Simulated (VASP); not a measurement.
**AlSb4P: single point with HSE06**

The system is AlSb4P.

```xyz
6
Lattice="5.2074 0.0000 0.0000 0.0000 3.4001 0.0000 0.2484 0.0000 5.4704" Properties=species:S:1:pos:R:3 pbc="T T T"
Al    0.0000    0.0000    0.0000
P     2.7279    1.7001    2.7352
Sb    3.6751    0.0000    1.8052
Sb    1.7807    0.0000    3.6652
Sb    4.2327    1.7001    4.4529
Sb    1.2231    1.7001    1.0175
```

```yaml
Program: VASP 6.6.1
Task: single point
Functional: HSE06
Potentials_or_basis: VASP PAW PBE potentials, release 64 (Al, P, Sb)
Cutoff: 520 eV
k_mesh: 2 × 4 × 2
Occupations: fermi-dirac, width 0.1 eV
Spin: no spin polarisation
Dipole_correction: no
Grid_for_exact_exchange_PRECFOCK: Fast
Further_INCAR_settings: ALGO = Normal; EDIFF = 1e-07; NBANDS = 23
Share_of_exact_exchange: 0.25
Screening_parameter: 0.2079 1/Å
```

```yaml
Pressure: 98.5 GPa
Largest_force: 9.906 eV/Å
Band_gap_on_the_k_mesh: zero (bands 14 and 15 overlap by 2.97 eV)
```

Forces in eV/Å, atoms in the order of the input:
```
Al   0.000  0.000  0.000
P    0.000  0.000  0.000
Sb   7.654  0.000 -6.288
Sb  -7.654  0.000  6.288
Sb  -0.469  0.000  0.395
Sb   0.469  0.000 -0.395
```

Stress tensor (GPa, compression positive):
```
 89.35   0.00  -8.89
  0.00 117.86   0.00
 -8.89   0.00  88.36
```

Levels at points of the mesh, in eV from the Fermi level:
| k point | band 11 | band 12 | band 13 | band 14 | band 15 | band 16 | band 17 | band 18 |
| --- | --- | --- | --- | --- | --- | --- | --- | --- |
| (0.00, 0.00, 0.00) | -2.78 | -1.30 | -0.46 | 0.47 | 1.78 | 2.10 | 2.67 | 4.33 |
| (0.50, 0.00, 0.00) | -2.56 | -2.11 | 0.01 | 0.41 | 1.18 | 1.42 | 2.45 | 2.95 |
| (0.00, 0.50, 0.00) | -3.99 | -3.55 | -3.21 | -2.74 | -2.12 | -2.08 | 0.33 | 1.31 |
| (0.50, 0.50, 0.00) | -5.17 | -5.04 | 0.03 | 0.26 | 0.45 | 1.63 | 2.65 | 4.06 |
| (0.00, 0.00, 0.50) | -2.89 | -2.26 | -0.17 | 0.85 | 1.06 | 1.58 | 2.13 | 2.40 |
| (0.50, 0.00, 0.50) | -1.78 | -1.65 | -0.96 | -0.93 | -0.84 | -0.48 | -0.34 | 2.86 |
| (0.00, 0.50, 0.50) | -4.53 | -4.27 | -2.00 | -1.18 | 0.77 | 1.08 | 1.86 | 2.65 |
| (0.50, 0.50, 0.50) | -2.46 | -2.37 | -1.55 | -0.73 | 0.38 | 0.51 | 1.27 | 4.03 |

Run time: 8.9 min on 1 thread of Intel(R) Xeon(R) Platinum 8488C (Sapphire Rapids) (shared host), peak memory 0.33 GiB.

Caveat: the k points lie up to 0.60 Å⁻¹ apart, too coarse for converged energies and pressures of a metal; the PAW data sets were made with another functional, which shifts forces and pressure a little; spin-orbit coupling is left out, which moves the levels of the heavy elements.
